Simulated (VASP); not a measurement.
# ZrSi3 (P6/mmm) in VASP: notebook, part 2 of 2

VASP 6.6.1.

## (5) Relaxation of cell and atoms, PBE

This run uses another cell than the first one, of 18.79 Å³/atom, 1.187 times its volume.

The input, INCAR:

```
SYSTEM = ZrSi3
PREC = Accurate
ENCUT = 600
EDIFF = 1E-6
ISMEAR = 0
SIGMA = 0.1
LREAL = .FALSE.
LASPH = .TRUE.
NELM = 80
ALGO = Normal
ISIF = 3
LWAVE = .FALSE.
LCHARG = .FALSE.
GGA = PE
IBRION = 2
NSW = 90
EDIFFG = -0.04
```

The input, KPOINTS:

```
Automatic mesh
0
G
  6 6 4
  0 0 0
```

The input, POSCAR:

```
ZrSi3
1.0
    3.9127698900      0.0000000000      0.0000000000
   -1.9563849400      3.3885581200      0.0000000000
    0.0000000000      0.0000000000      5.6684431600
Zr Si
1 3
Direct
    0.0000000000      0.0000000000      0.5000000000
    0.5000000000      0.0000000000      0.0000000000
    0.0000000000      0.5000000000      0.0000000000
    0.5000000000      0.5000000000      0.0000000000
```

Command:

```console
> cat potpaw_PBE.64/Zr_sv/POTCAR potpaw_PBE.64/Si/POTCAR > POTCAR
> mpirun -np 1 vasp_std > vasp.out
```

Run time: 16 min. Hardware: 1 thread of AMD EPYC 7R13, shared host; peak memory 0.22 GiB.

Results (log left out):

| Property | Result |
| --- | --- |
| Free energy | -25.4698 eV |
| Relaxed volume | 15.80 Å³/atom |
| Relaxed cell | a = 5.087 Å, b = 5.087 Å, c = 2.820 Å, α = 90.00°, β = 90.00°, γ = 120.00° |
| Space group after relaxing (to 0.05 Å) | P6/mmm (No. 191) |
| Energy gained by relaxing | 2779.0 meV/atom |
| Ionic steps | 26 |
| Pressure after relaxing | 0.1 GPa |
| Band gap on the k mesh | zero (band 12 reaches 12.81 eV, above the bottom of band 13 at 7.68 eV) |

Stress tensor (GPa, compression positive):
```
0.06 0.00 0.00
0.00 0.06 0.00
0.00 0.00 0.25
```

Step by step:
| step | energy change (eV) | largest force (eV/Å) | pressure (GPa) | volume (Å³) |
| --- | --- | --- | --- | --- |
| 1 | 0.0000 | 0.0000 | 47.25 | 75.16 |
| 2 | -3.9905 | 0.0000 | -14.10 | 141.53 |
| 3 | -6.2737 | 0.0000 | -9.21 | 106.48 |
| 4 | -6.2772 | 0.0000 | -8.72 | 105.58 |
| 5 | -6.2752 | 0.0000 | -8.21 | 104.73 |
| 6 | -8.2484 | 0.0000 | -9.01 | 90.67 |
| 7 | -6.7034 | 0.0000 | 79.35 | 46.22 |
| 8 | -9.6335 | 0.0000 | -7.92 | 80.17 |
| 9 | -10.8087 | 0.0000 | 4.76 | 63.44 |
| 10 | -10.8091 | 0.0000 | 3.39 | 64.30 |
| 11 | -10.8781 | 0.0000 | -3.47 | 67.15 |
| 12 | -10.8692 | 0.0000 | -8.59 | 69.85 |
| 13 | -10.8954 | 0.0000 | -5.53 | 68.08 |
| 14 | -10.8967 | 0.0000 | -6.33 | 68.50 |
| 15 | -10.9115 | 0.0000 | -7.02 | 68.75 |
| 16 | -10.9168 | 0.0000 | -7.59 | 68.97 |
| 17 | -10.9470 | 0.0000 | -6.91 | 68.38 |
| 18 | -11.0208 | 0.0000 | -4.71 | 66.62 |
| 19 | -11.0902 | 0.0000 | 0.35 | 63.18 |
| 20 | -11.0911 | 0.0000 | 1.08 | 62.75 |
| 21 | -11.0961 | 0.0000 | 1.01 | 62.75 |
| 22 | -11.1088 | 0.0000 | 1.12 | 62.73 |
| 23 | -11.1048 | 0.0000 | 1.22 | 62.66 |
| 24 | -11.1141 | 0.0000 | 1.14 | 62.71 |
| 25 | -11.1142 | 0.0000 | 1.14 | 62.70 |
| 26 | -11.1162 | 0.0000 | 0.12 | 63.21 |

Final structure:
```xyz
4
Lattice="5.0872 0.0000 0.0000 -2.5436 4.4056 0.0000 0.0000 0.0000 2.8203" Properties=species:S:1:pos:R:3 pbc="T T T"
Zr    0.0000    0.0000    1.4101
Si    2.5436    0.0000    0.0000
Si   -1.2718    2.2028    0.0000
Si    1.2718    2.2028    0.0000
```

Levels at points of the mesh, in eV from the Fermi level:
| k point | band 10 | band 11 | band 12 | band 13 | band 14 | band 15 |
| --- | --- | --- | --- | --- | --- | --- |
| (0.00, 0.00, 0.00) | -4.34 | -2.92 | 1.88 | 2.98 | 2.98 | 3.02 |
| (0.50, 0.00, 0.00) | -2.10 | -0.23 | -0.19 | 0.02 | 2.02 | 2.79 |
| (0.00, 0.00, 0.50) | -3.23 | -3.23 | -2.96 | -2.96 | 1.11 | 3.58 |
| (0.50, 0.00, 0.50) | -3.28 | -1.98 | -0.80 | -0.52 | 0.32 | 0.98 |

Caveat: the volume moved by over 15 % at a fixed basis, so the end points are rough.

## (6) Relaxation of cell and atoms, PBE

The input, INCAR:

```
SYSTEM = ZrSi3
PREC = Accurate ; ENCUT = 600
EDIFF = 1E-7 ; ISMEAR = 0
SIGMA = 0.1 ; LREAL = .False.
LASPH = .True. ; NELM = 100
ALGO = Normal ; ISIF = 3
LWAVE = .False. ; LCHARG = .False.
GGA = PE ; IBRION = 2
NSW = 90 ; EDIFFG = -0.04
```

The input, KPOINTS:

```
regular mesh
0
Gamma
  6 6 6
  0 0 0
```

The input, POSCAR:

```
ZrSi3
1.0
    5.0890729514      0.0000000000      0.0000000000
   -2.5445364757      4.4072664577      0.0000000000
    0.0000000000      0.0000000000      2.8230351574
Zr Si
1 3
Direct
    0.0000000000      0.0000000000      0.5000000000
    0.5000000000      0.0000000000      0.0000000000
    0.0000000000      0.5000000000      0.0000000000
    0.5000000000      0.5000000000      0.0000000000
```

Potentials or basis: VASP PAW PBE potentials, release 64 (Zr_sv, Si).

Command:

```console
> cat potpaw_PBE.64/Zr_sv/POTCAR potpaw_PBE.64/Si/POTCAR > POTCAR
> mpirun -np 1 vasp_std > vasp.out
```

OUTCAR:

```text
SYSTEM = ZrSi3
   PREC = Accurate
   ENCUT = 600
   EDIFF = 1E-7
   ISMEAR = 0
   LREAL = .False.
   LASPH = .True.
   NELM = 100
   ISIF = 3
   GGA = PE
   IBRION = 2
   NSW = 90
   EDIFFG = -0.04

 ion  position               nearest neighbor table
   1  0.000  0.000  0.500-   2 2.91   2 2.91   2 2.91   2 2.91   3 2.91   4 2.91   3 2.91   3 2.91
                             4 2.91   3 2.91   4 2.91   4 2.91
   2  0.500  0.000  0.000-   3 2.54   4 2.54   4 2.54   3 2.54   1 2.91   1 2.91   1 2.91   1 2.91

   3  0.000  0.500  0.000-   4 2.54   4 2.54   2 2.54   2 2.54   1 2.91   1 2.91   1 2.91   1 2.91

   4  0.500  0.500  0.000-   3 2.54   3 2.54   2 2.54   2 2.54   1 2.91   1 2.91   1 2.91   1 2.91

  LATTYP: Found a hexagonal cell.
 ALAT       =     5.0890729514
 C/A-ratio  =     0.5547248358

[... 381 lines left out ...]
  ---------------------------------------------------
  ext. energy  EPLUGINS =         0.00000000
  ---------------------------------------------------
  free energy    TOTEN  =       -25.36793195 eV

  energy without entropy =      -25.35474840  energy(sigma->0) =      -25.36134018

 E-fermi :  10.3628     XC(G=0): -11.2620

 val. band max:       10.2726650957   @ k =   0.1667   0.1667   0.1667
 cond. band min:      10.3851556677   @ k =   0.1667   0.0000   0.3333
 fundamental gap:      0.1124905720
 Fermi energy:        10.3628217989

 k-point     1 :       0.0000    0.0000    0.0000
  band No.  band energies     occupation
      1     -38.8697      2.00000
      2     -17.0447      2.00000
      3     -17.0447      2.00000
      4     -16.3768      2.00000
      5      -2.7847      2.00000
      6       3.4117      2.00000
[... 433 lines left out ...]
      3     -16.9149      2.00000
      4     -16.9098      2.00000
      5       0.2277      2.00000
      6       2.7449      2.00000
[... 8 lines left out ...]
     15      11.4089      0.00000
     16      11.4207      0.00000

 [... further k-points ...]
[... 5 lines left out ...]
  --------------------------------------------------------------------------------------
  -------------------------------------------------------------------------------------
  Total        0.0340221      0.0340221      0.1330238      0.0000000     -0.0000000      0.0000000
  in kB        0.8462188      0.8462188      3.3086520      0.0000000     -0.0000000      0.0000000
  external PRESSURE =       1.6670299 kB  Pullay stress =       0.0000000 kB
[... 19 lines left out ...]
  FREE ENERGIE OF THE ION-ELECTRON SYSTEM (eV)
  ---------------------------------------------------
  free  energy   TOTEN  =       -25.3679319527 eV

  energy  without entropy=      -25.3547484038  energy(sigma->0) =      -25.36134018

 reached required accuracy - stopping structural energy minimisation
```

Wall time 5.5 min (1 thread of AMD EPYC 7R13, shared host); peak memory 0.19 GiB.

What came out:

| Property | Result |
| --- | --- |
| Free energy | -25.3679 eV |
| Relaxed volume | 16.10 Å³/atom |
| Relaxed cell | a = 4.992 Å, b = 4.992 Å, c = 2.985 Å, α = 90.00°, β = 90.00°, γ = 120.00° |
| Space group after relaxing (to 0.05 Å) | P6/mmm (No. 191) |
| Energy gained by relaxing | 12.7 meV/atom |
| Ionic steps | 10 |
| Pressure after relaxing | 0.2 GPa |
| Band gap on the k mesh | zero (band 12 reaches 12.29 eV, above the bottom of band 13 at 7.64 eV) |

The path:
| step | energy change (eV) | largest force (eV/Å) | pressure (GPa) | volume (Å³) |
| --- | --- | --- | --- | --- |
| 1 | 0.0000 | 0.0000 | 0.75 | 63.32 |
| 2 | -0.0041 | 0.0000 | -0.48 | 64.00 |
| 3 | -0.0044 | 0.0000 | -0.98 | 64.29 |
| 4 | -0.0074 | 0.0000 | -1.07 | 64.34 |
| 5 | -0.0209 | 0.0000 | -1.24 | 64.50 |
| 6 | -0.0480 | 0.0000 | -0.68 | 64.77 |
| 7 | 0.0317 | 0.0000 | 0.71 | 65.17 |
| 8 | -0.0504 | 0.0000 | -0.55 | 64.83 |
| 9 | -0.0504 | 0.0000 | -0.52 | 64.84 |
| 10 | -0.0508 | 0.0000 | 0.17 | 64.42 |

Final structure:
```
Zr Si
1.0
     4.99180    0.00000    0.00000
    -2.49590    4.32302    0.00000
     0.00000    0.00000    2.98500
Zr Si
1 3
Direct
  0.00000 0.00000 0.50000
  0.50000 0.00000 0.00000
  0.00000 0.50000 0.00000
  0.50000 0.50000 0.00000
```

Levels at points of the mesh, in eV from the Fermi level:
| k point | band 8 | band 9 | band 10 | band 11 | band 12 | band 13 | band 14 | band 15 | band 16 |
| --- | --- | --- | --- | --- | --- | --- | --- | --- | --- |
| (0.00, 0.00, 0.00) | -6.67 | -4.16 | -4.16 | -2.72 | 1.92 | 2.02 | 2.24 | 2.24 | 3.39 |
| (0.50, 0.00, 0.00) | -6.37 | -2.77 | -1.64 | 0.14 | 0.19 | 0.60 | 0.85 | 1.96 | 4.11 |
| (0.00, 0.00, 0.50) | -5.07 | -4.99 | -3.48 | -3.48 | -2.72 | -2.72 | 1.29 | 3.38 | 3.38 |
| (0.50, 0.00, 0.50) | -5.22 | -5.01 | -3.69 | -1.54 | -0.58 | -0.47 | 0.31 | 0.94 | 1.19 |

Caveat: the k points lie up to 0.35 Å⁻¹ apart in the final cell.

## (7) Overview

```tsv
task	cell	k mesh	cutoff (eV)	gap on the mesh (eV)	pressure (GPa)	relaxed volume (Å³/atom)
single point	a = 5.089, b = 5.089, c = 2.823 Å, angles 90.0, 90.0, 120.0°, 4 atoms	6 × 6 × 4	520	none	0.0	-
single point	a = 3.913, b = 3.913, c = 5.668 Å, angles 90.0, 90.0, 120.0°, 4 atoms	6 × 6 × 4	520	none	47.2	-
single point	a = 4.991, b = 4.991, c = 2.993 Å, angles 90.0, 90.0, 120.0°, 4 atoms	6 × 6 × 6	520	none	0.0	-
relaxation of cell and atoms	relaxed from a = 3.913, b = 3.913, c = 5.668 Å, angles 90.0, 90.0, 120.0°, 4 atoms	6 × 6 × 4	600	none	0.1	15.80
relaxation of cell and atoms	relaxed from a = 5.089, b = 5.089, c = 2.823 Å, angles 90.0, 90.0, 120.0°, 4 atoms	6 × 6 × 6	600	none	0.2	16.10
```

Alike in all rows: level PBE; potentials or basis VASP PAW PBE potentials, release 64 (Zr_sv, Si); no spin polarisation; smearing gaussian 0.1 eV.

Caveats: some runs use coarse meshes; the volume moved by over 15 % at a fixed basis, so the end points are rough (some runs).

Absolute energies hang on the potentials; compare differences alone.
